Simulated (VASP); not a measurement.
# SiNi (P2_13) in VASP: notebook

The runs below take SiNi through single point, with r2SCAN.

All numbers are computed with VASP 6.6.1; they aren't measurements. Logs are shortened: lines on timing, memory, paths and dates and some standing lists are left out, and cuts for length are marked.

## Step 1: The cell of the first run

Symmetry: P2_13, No. 198, cubic system. The conventional cell has a = 4.465 Å, b = 4.465 Å, c = 4.465 Å, α = 90.00°, β = 90.00°, γ = 90.00°. Within 3.0 Å of Si (site symmetry 3) lie 7 Ni at 2.30 to 2.46 Å and 6 Si at 2.79 Å. Within 3.0 Å of Ni (site symmetry 3) lie 7 Si at 2.30 to 2.46 Å and 6 Ni at 2.75 Å.

## Step 2: Single point, r2SCAN (atoms displaced along a vibrational mode)

Contents of POSCAR:

```
SiNi
1.0
    4.4648149096      0.0000000000      0.0000000000
    0.0000000000      4.4648149096      0.0000000000
    0.0000000000      0.0000000000      4.4648149096
Si Ni
4 4
Direct
    0.8314037190      0.8314037190      0.8314037190
    0.6685962810      0.1685962810      0.3314037190
    0.3314037190      0.6685962810      0.1685962810
    0.1685962810      0.3314037190      0.6685962810
    0.1494865697      0.1494865697      0.1494865697
    0.3505134303      0.8505134303      0.6494865697
    0.6494865697      0.3505134303      0.8505134303
    0.8505134303      0.6494865697      0.3505134303
```

Contents of INCAR.step1:

```
SYSTEM = SiNi
PREC = Accurate
ENCUT = 520
ISMEAR = 0
SIGMA = 0.15
LREAL = .False.
LASPH = .True.
NELM = 100
NBANDS = 38
GGA = PE
ALGO = Normal
EDIFF = 1E-4
LWAVE = .True.
LCHARG = .False.
```

Contents of INCAR.step2:

```
SYSTEM = SiNi
PREC = Accurate
ENCUT = 520
EDIFF = 1E-6
ISMEAR = 0
SIGMA = 0.15
LREAL = .False.
LASPH = .True.
NELM = 100
ALGO = Normal
ISIF = 2
LWAVE = .False.
LCHARG = .False.
METAGGA = R2SCAN
LMIXTAU = .True.
NBANDS = 38
ISTART = 1
```

Contents of KPOINTS:

```
Automatic mesh
0
Gamma
  10 10 10
  0 0 0
```

Potentials or basis: VASP PAW PBE potentials, release 64 (Si, Ni).

On the command line:

```console
cat potpaw_PBE.64/Si/POTCAR potpaw_PBE.64/Ni/POTCAR > POTCAR
cp INCAR.step1 INCAR
mpirun -np 1 vasp_std > vasp.out
cp INCAR.step2 INCAR
mpirun -np 1 vasp_std > vasp.out
```

OUTCAR:

```text
SYSTEM = SiNi
   PREC = Accurate
   ENCUT = 520
   EDIFF = 1E-6
   ISMEAR = 0
   LREAL = .False.
   LASPH = .True.
   NELM = 100
   ISIF = 2
   METAGGA = R2SCAN
   ISTART = 1

 ion  position               nearest neighbor table
   1  0.831  0.831  0.831-   6 2.30   7 2.30   8 2.30   6 2.46   7 2.46   8 2.46   5 2.46   3 2.79
                             4 2.79   2 2.79   2 2.79   4 2.79   3 2.79
   2  0.669  0.169  0.331-   5 2.30   7 2.30   8 2.30   7 2.46   8 2.46   5 2.46   6 2.46   1 2.79
                             1 2.79   3 2.79   3 2.79   4 2.79   4 2.79
   3  0.331  0.669  0.169-   5 2.30   6 2.30   8 2.30   8 2.46   6 2.46   5 2.46   7 2.46   1 2.79
                             4 2.79   2 2.79   2 2.79   4 2.79   1 2.79
   4  0.169  0.331  0.669-   5 2.30   6 2.30   7 2.30   6 2.46   5 2.46   7 2.46   8 2.46   1 2.79
                             3 2.79   2 2.79   1 2.79   2 2.79   3 2.79
   5  0.149  0.149  0.149-   2 2.30   3 2.30   4 2.30   2 2.46   3 2.46   4 2.46   1 2.46   6 2.75
                             6 2.75   8 2.75   7 2.75   8 2.75   7 2.75
   6  0.351  0.851  0.649-   1 2.30   3 2.30   4 2.30   3 2.46   4 2.46   1 2.46   2 2.46   5 2.75
                             5 2.75   8 2.75   7 2.75   7 2.75   8 2.75
   7  0.649  0.351  0.851-   1 2.30   2 2.30   4 2.30   4 2.46   2 2.46   1 2.46   3 2.46   8 2.75
                             8 2.75   5 2.75   6 2.75   6 2.75   5 2.75
   8  0.851  0.649  0.351-   1 2.30   2 2.30   3 2.30   2 2.46   1 2.46   3 2.46   4 2.46   7 2.75
                             7 2.75   5 2.75   5 2.75   6 2.75   6 2.75

  LATTYP: Found a simple cubic cell.
 ALAT       =     4.4648149096

  Lattice vectors:

 A1 = (   4.4648149096,   0.0000000000,   0.0000000000)
 A2 = (   0.0000000000,   4.4648149096,   0.0000000000)
 A3 = (   0.0000000000,   0.0000000000,   4.4648149096)

Analysis of symmetry for initial positions (statically):
=====================================================================
 Subroutine PRICEL returns:
 Original cell was already a primitive cell.

 Routine SETGRP: Setting up the symmetry group for a
 simple cubic supercell.

 Subroutine GETGRP returns: Found 12 space group operations
 (whereof  3 operations were pure point group operations)
 out of a pool of 48 trial point group operations.

The static configuration has the point symmetry C_3 .
 The point group associated with its full space group is T   .

Analysis of symmetry for dynamics (positions and initial velocities):
=====================================================================
 Subroutine PRICEL returns:
 Original cell was already a primitive cell.

 Routine SETGRP: Setting up the symmetry group for a
 simple cubic supercell.

 Subroutine GETGRP returns: Found 12 space group operations
 (whereof  3 operations were pure point group operations)
 out of a pool of 48 trial point group operations.

The dynamic configuration has the point symmetry C_3 .
 The point group associated with its full space group is T   .

 Subroutine INISYM returns: Found 12 space group operations
 (whereof  3 operations are pure point group operations),
 and found     1 'primitive' translations

----------------------------------------------------------------------------------------

                                     Primitive cell

  volume of cell :      89.0042

  direct lattice vectors                    reciprocal lattice vectors
     4.464814910  0.000000000  0.000000000     0.223973450  0.000000000  0.000000000
     0.000000000  4.464814910  0.000000000     0.000000000  0.223973450  0.000000000
     0.000000000  0.000000000  4.464814910     0.000000000  0.000000000  0.223973450

  length of vectors
     4.464814910  4.464814910  4.464814910     0.223973450  0.223973450  0.223973450

  position of ions in fractional coordinates (direct lattice)
     0.831403719  0.831403719  0.831403719
     0.668596281  0.168596281  0.331403719
     0.331403719  0.668596281  0.168596281
     0.168596281  0.331403719  0.668596281
     0.149486570  0.149486570  0.149486570
     0.350513430  0.850513430  0.649486570
     0.649486570  0.350513430  0.850513430
     0.850513430  0.649486570  0.350513430

  ion indices of the primitive-cell ions
   primitive index   ion index
                 1           1
                 2           2
                 3           3
                 4           4
                 5           5
                 6           6
                 7           7
                 8           8

----------------------------------------------------------------------------------------

 KPOINTS: Automatic mesh

Automatic generation of k-mesh.
 Grid dimensions read from file:
 generate k-points for:   10   10   10

 Generating k-lattice:

  Cartesian coordinates                     Fractional coordinates (reciprocal lattice)
     0.022397345  0.000000000  0.000000000     0.100000000  0.000000000  0.000000000
     0.000000000  0.022397345  0.000000000     0.000000000  0.100000000  0.000000000
     0.000000000  0.000000000  0.022397345     0.000000000  0.000000000  0.100000000

  Length of vectors
     0.022397345  0.022397345  0.022397345

  Shift w.r.t. Gamma in fractional coordinates (k-lattice)
     0.000000000  0.000000000  0.000000000

 Subroutine IBZKPT returns following result:
 ===========================================

 Found     76 irreducible k-points:

 Following reciprocal coordinates:
            Coordinates               Weight
  0.000000  0.000000  0.000000      1.000000
  0.100000  0.000000  0.000000      6.000000
  0.200000  0.000000  0.000000      6.000000
  0.300000  0.000000  0.000000      6.000000
  0.400000  0.000000  0.000000      6.000000
  0.500000  0.000000  0.000000      3.000000
[... 16 lines left out ...]
  0.300000  0.300000  0.000000     12.000000
  0.400000  0.300000  0.000000     12.000000
 [... further k-points ...]
   k-points           NKPTS =     76   k-points in BZ     NKDIM =     76   number of bands    NBANDS=     38
   number of dos      NEDOS =    301   number of ions     NIONS =      8
   total plane-waves  NPLWV =  46656
   dimension x,y,z NGX =    36 NGY =   36 NGZ =   36
   dimension x,y,z NGXF=    72 NGYF=   72 NGZF=   72
   ions per type =               4   4
   NGX,Y,Z   is equivalent  to a cutoff of  13.40, 13.40, 13.40 a.u.
   NGXF,Y,Z  is equivalent  to a cutoff of  26.81, 26.81, 26.81 a.u.
 SYSTEM =  SiNi
   PREC   = accura    normal or accurate (medium, high low for compatibility)
   ISTART =      1    job   : 0-new  1-cont  2-samecut
   ICHARG =      0    charge: 1-file 2-atom 10-const
   ISPIN  =      1    spin polarized calculation?
   LNONCOLLINEAR =      F non collinear calculations
   LSORBIT =      F    spin-orbit coupling
   LASPH  =      T    aspherical Exc in radial PAW
   ENCUT  =  520.0 eV  38.22 Ry    6.18 a.u.   8.30  8.30  8.30*2*pi/ulx,y,z
   NELM   =    100;   NELMIN=  2; NELMDL=  0     # of ELM steps
   EDIFF  = 0.1E-05   stopping-criterion for ELM
   LREAL  =      F    real-space projection
   EDIFFG = 0.1E-04   stopping-criterion for IOM
   NSW    =      0    number of steps for IOM
   IBRION =     -1    ionic relax: 0-MD 1-quasi-New 2-CG
   NFREE  =      0    steps in history (QN), initial steepest desc. (CG)
   ISIF   =      2    stress and relaxation
   ISYM   =      2    0-nonsym 1-usesym 2-fastsym
   POTIM  = 0.5000    time-step for ionic-motion
   TEBEG  =    0.0;   TEEND  =   0.0 temperature during run
   PSTRESS=    0.0 pullay stress
   NELECT =      56.0000    total number of electrons
   NUPDOWN=      -1.0000    fix difference up-down
   EMIN   =  10.00;   EMAX   =-10.00  energy-range for DOS
   EFERMI =   0.00;   METHOD = LEGACY
   ISMEAR =     0;   SIGMA  =   0.15  broadening in eV -4-tet -1-fermi 0-gaus
   EFERMI_NEDOS =   21; number of points for ismear=-14 and -15
   IALGO  =     38    algorithm
   IMIX   =      4    mixing-type and parameters
     AMIX     =   0.40;   BMIX     =  1.00
     AMIX_MAG =   1.60;   BMIX_MAG =  1.00
  volume/ion in A,a.u.               =      11.13        75.08
  Fermi-wavevector in a.u.,A,eV,Ry     =   1.402816  2.650938 26.774806  1.967893
  Thomas-Fermi vector in A             =   2.525540
   LORBIT       =      0    0 simple, 1 ext, 2 COOP (PROOUT), +10 PAW based schemes
   METAGGA = R2SCAN    functional components
   LHFCALC =     F    Hartree Fock is set to
   AEXX    =    0.0000 exact exchange contribution
   IVDW    =     0    specifies the selected vdW correction
   LEPSILON=     F    determine dielectric tensor
   LRPA    =     F    only Hartree local field effects (RPA)
 non-spin polarized calculation
 Gauss-broadening in eV      SIGMA  =   0.15
  energy-cutoff  :      520.00
  volume of cell :       89.00
 maximum number of plane-waves:      2440
 NGX is ok and might be reduce to    36
   NGX = 17   NGY = 17   NGZ = 17

 number of electron      55.9999997 magnetization

 Free energy of the ion-electron system (eV)
  ---------------------------------------------------
  ext. energy  EPLUGINS =         0.00000000
  ---------------------------------------------------
  free energy    TOTEN  =       -85.53951413 eV

  energy without entropy =      -85.51304613  energy(sigma->0) =      -85.52628013

 E-fermi :  12.2904     XC(G=0): -13.6995

 val. band max:       12.2636629511   @ k =   0.3000   0.0000   0.0000
 cond. band min:      12.2943700232   @ k =   0.3000   0.2000   0.0000
 fundamental gap:      0.0307070721
 Fermi energy:        12.2904308655

 k-point     1 :       0.0000    0.0000    0.0000
  band No.  band energies     occupation
      1      -2.8764      2.00000
      2       2.9419      2.00000
      3       2.9419      2.00000
      4       2.9419      2.00000
      5       5.4116      2.00000
      6       5.4116      2.00000
[... 30 lines left out ...]
     37      16.8924      0.00000
     38      16.8924      0.00000

 k-point     2 :       0.1000    0.0000    0.0000
  band No.  band energies     occupation
      1      -2.7990      2.00000
      2       2.3018      2.00000
      3       2.9915      2.00000
      4       3.3919      2.00000
      5       5.0499      2.00000
      6       5.4620      2.00000
[... 30 lines left out ...]
     37      16.2391      0.00000
     38      17.2654      0.00000

 k-point     3 :       0.2000    0.0000    0.0000
  band No.  band energies     occupation
      1      -2.5681      2.00000
      2       1.4881      2.00000
      3       3.1366      2.00000
      4       3.7374      2.00000
      5       4.9049      2.00000
      6       5.5991      2.00000
[... 30 lines left out ...]
     37      16.6207      0.00000
     38      18.1491      0.00000

 k-point     4 :       0.3000    0.0000    0.0000
  band No.  band energies     occupation
      1      -2.1875      2.00000
      2       0.6097      2.00000
      3       3.3653      2.00000
      4       4.0120      2.00000
      5       4.9289      2.00000
      6       5.7653      2.00000
[... 30 lines left out ...]
     37      16.8895      0.00000
     38      17.5761      0.00000
[... 703 lines left out ...]
      4       3.1532      2.00000
      5       5.3309      2.00000
      6       5.3309      2.00000
[... 30 lines left out ...]
     37      18.3530      0.00000
     38      18.3530      0.00000

 k-point    23 :       0.3000    0.3000    0.0000
  band No.  band energies     occupation
      1      -1.5161      2.00000
      2       0.8259      2.00000
      3       1.7907      2.00000
      4       3.5819      2.00000
      5       5.2175      2.00000
      6       5.3810      2.00000
[... 30 lines left out ...]
     37      18.5042      0.00000
     38      18.8842      0.00000

 k-point    24 :       0.4000    0.3000    0.0000
  band No.  band energies     occupation
      1      -1.0101      2.00000
      2       0.3022      2.00000
      3       1.9251      2.00000
      4       2.9980      2.00000
      5       5.4598      2.00000
      6       5.6511      2.00000
[... 30 lines left out ...]
     37      18.7176      0.00000
     38      19.3961      0.00000

 [... further k-points ...]

------------------------ aborting loop because EDIFF is reached ----------------------------------------

  FORCE on cell =-STRESS in cart. coord.  units (eV):
  Direction    XX          YY          ZZ          XY          YZ          ZX
  --------------------------------------------------------------------------------------
  -------------------------------------------------------------------------------------
  Total        1.3367892      1.3367892      1.3367892     -0.0000000      0.0000000      0.0000000
  in kB       24.0637406     24.0637406     24.0637406     -0.0000000      0.0000000      0.0000000
  external PRESSURE =      24.0637406 kB  Pullay stress =       0.0000000 kB

 VOLUME and BASIS-vectors are now :
 -----------------------------------------------------------------------------
  energy-cutoff  :      520.00
  volume of cell :       89.00
      direct lattice vectors                 reciprocal lattice vectors
     4.464814910  0.000000000  0.000000000     0.223973450  0.000000000  0.000000000
     0.000000000  4.464814910  0.000000000     0.000000000  0.223973450  0.000000000
     0.000000000  0.000000000  4.464814910     0.000000000  0.000000000  0.223973450

 POSITION                                       TOTAL-FORCE (eV/Angst)
 -----------------------------------------------------------------------------------
      3.71206      3.71206      3.71206         0.795434      0.795434      0.795434
      2.98516      0.75275      1.47966        -0.795434     -0.795434      0.795434
      1.47966      2.98516      0.75275         0.795434     -0.795434     -0.795434
      0.75275      1.47966      2.98516        -0.795434      0.795434     -0.795434
      0.66743      0.66743      0.66743         0.028290      0.028290      0.028290
      1.56498      3.79739      2.89984        -0.028290     -0.028290      0.028290
      2.89984      1.56498      3.79739         0.028290     -0.028290     -0.028290
      3.79739      2.89984      1.56498        -0.028290      0.028290     -0.028290
 -----------------------------------------------------------------------------------
    total drift:                                0.000000      0.000000      0.000000

  FREE ENERGIE OF THE ION-ELECTRON SYSTEM (eV)
  ---------------------------------------------------
  free  energy   TOTEN  =       -85.5395141348 eV

  energy  without entropy=      -85.5130461327  energy(sigma->0) =      -85.52628013
```

It took 8.4 min on 1 thread of AMD EPYC 9R45 (Zen 5), shared host; peak memory 0.31 GiB.

What came out:

```
Free energy            : -85.5395 eV
Pressure               : 2.4 GPa
Largest force          : 1.378 eV/Å
Band gap on the k mesh : zero (bands 28 and 29 overlap by 1.41 eV)
```

Forces on the atoms (eV/Å):
```
Si   0.795  0.795  0.795
Si  -0.795 -0.795  0.795
Si   0.795 -0.795 -0.795
Si  -0.795  0.795 -0.795
Ni   0.028  0.028  0.028
Ni  -0.028 -0.028  0.028
Ni   0.028 -0.028 -0.028
Ni  -0.028  0.028 -0.028
```

Levels at points of the mesh, in eV from the Fermi level:
| k point | band 25 | band 26 | band 27 | band 28 | band 29 | band 30 | band 31 | band 32 |
| --- | --- | --- | --- | --- | --- | --- | --- | --- |
| (0.00, 0.00, 0.00) | -1.70 | -1.70 | -1.70 | 1.22 | 1.22 | 1.22 | 1.41 | 1.41 |
| (0.50, 0.00, 0.00) | -2.16 | -2.16 | -0.68 | -0.68 | -0.20 | -0.20 | 2.81 | 2.81 |
| (0.50, 0.50, 0.00) | -1.72 | -1.72 | -1.04 | -1.04 | 0.38 | 0.38 | 0.93 | 0.93 |
| (0.50, 0.50, 0.50) | -1.98 | -1.98 | -1.98 | -1.98 | 4.70 | 4.70 | 4.70 | 4.70 |

Caveat: the cell differs from its parent crystal (atoms displaced along a vibrational mode); the PAW data sets were made with another functional, which shifts forces and pressure a little.

(Continued in part 2 of 2.)

The gap in the log of VASP goes by the Fermi energy; the results here count the filled bands.